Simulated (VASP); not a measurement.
Crystal: SnH5.

```
CELL_PARAMETERS angstrom
2.62559 0.00000 0.00000
-1.31279 2.27383 0.00000
0.00000 0.00000 13.47692
ATOMIC_POSITIONS crystal
Sn 0.33333 0.66667 0.00000
H 0.66667 0.33333 0.81842
H 0.33333 0.66667 0.65982
H 0.66667 0.33333 0.50000
H 0.33333 0.66667 0.34018
H 0.66667 0.33333 0.18157
```

| Property | Result |
| --- | --- |
| Program | VASP 6.6.1 |
| Task | relaxation of cell and atoms |
| Functional | PBE |
| Potentials or basis | VASP PAW PBE potentials, release 64 (Sn_d, H) |
| Cutoff | 600 eV |
| k mesh | 6 × 6 × 2 |
| Occupations | gaussian, width 0.1 eV |
| Spin | no spin polarisation |

At the start: pressure 6.0 GPa; volume 13.41 Å³/atom.

Question: Where does the relaxation end?

Answer: Over 33 steps the energy falls by 1730.0 meV/atom and the volume is 9.86 Å³/atom (-26.5 %); space group P-6m2 (No. 187, to 0.05 Å).

Step by step:
| step | energy change (eV) | largest force (eV/Å) | pressure (GPa) | volume (Å³) |
| --- | --- | --- | --- | --- |
| 1 | 0.0000 | 0.6491 | 6.00 | 80.46 |
| 2 | -1.3708 | 0.4806 | -1.99 | 85.94 |
| 3 | -2.6823 | 0.6356 | -7.16 | 93.47 |
| 4 | -2.9099 | 0.5944 | -7.88 | 95.49 |
| 5 | -3.7942 | 0.5072 | -7.04 | 83.21 |
| 6 | -5.7265 | 1.9585 | 9.97 | 47.80 |
| 7 | -6.2185 | 1.6831 | 16.34 | 45.21 |
| 8 | -1.6150 | 3.2906 | 86.25 | 35.61 |
| 9 | -6.1628 | 1.8423 | 20.80 | 44.12 |
| 10 | -6.2378 | 2.7551 | 26.14 | 42.67 |
| 11 | -6.8848 | 3.0288 | 23.97 | 43.56 |
| 12 | -6.9977 | 1.7052 | 25.57 | 44.29 |
| 13 | -7.0386 | 2.3889 | 24.46 | 44.10 |
| 14 | -7.8377 | 1.7972 | 16.02 | 47.30 |
| 15 | -7.9935 | 6.5565 | 11.22 | 51.52 |
| 16 | -8.0822 | 2.8172 | 12.50 | 49.68 |
| 17 | -8.7421 | 1.7957 | 3.75 | 53.66 |
| 18 | -8.9466 | 1.6926 | -1.18 | 56.94 |
| 19 | -8.9667 | 1.6650 | -2.53 | 58.13 |
| 20 | -9.2542 | 1.6284 | -3.39 | 59.74 |
| 21 | -9.7997 | 2.4579 | -3.05 | 64.71 |
| 22 | -9.9861 | 1.6752 | -3.52 | 65.53 |
| 23 | -10.2492 | 0.4487 | -3.76 | 67.45 |
| 24 | -10.2617 | 0.1348 | -3.52 | 68.15 |
| 25 | -10.2637 | 0.1300 | -3.60 | 67.94 |
| 26 | -10.2833 | 0.0747 | -3.25 | 67.08 |
| 27 | -10.3279 | 0.3561 | -2.04 | 64.52 |
| 28 | -10.3447 | 0.9925 | 1.06 | 59.60 |
| 29 | -10.3507 | 0.7559 | -0.14 | 61.32 |
| 30 | -10.3661 | 0.3083 | -0.12 | 60.55 |
| 31 | -10.3721 | 0.2644 | -0.05 | 59.67 |
| 32 | -10.3754 | 0.2005 | -0.04 | 59.54 |
| 33 | -10.3802 | 0.0325 | 0.02 | 59.15 |

Final structure:
```cif
data_structure
_symmetry_space_group_name_H-M 'P 1'
_symmetry_Int_Tables_number 1
_cell_length_a 3.5706
_cell_length_b 3.5706
_cell_length_c 5.3574
_cell_angle_alpha 90.000
_cell_angle_beta 90.000
_cell_angle_gamma 120.000
_cell_volume 59.15
loop_
_atom_site_label
_atom_site_type_symbol
_atom_site_fract_x
_atom_site_fract_y
_atom_site_fract_z
_atom_site_occupancy
Sn1 Sn 0.33333 0.66667 0.00000 1
H1 H 0.66667 0.33333 0.68101 1
H2 H 0.33333 0.66667 0.57268 1
H3 H 0.66667 0.33333 0.50000 1
H4 H 0.33333 0.66667 0.42732 1
H5 H 0.66667 0.33333 0.31899 1
```

Caveat: the k points lie up to 0.59 Å⁻¹ apart in the final cell; the volume moved by over 15 % at a fixed basis, so the end points are rough.
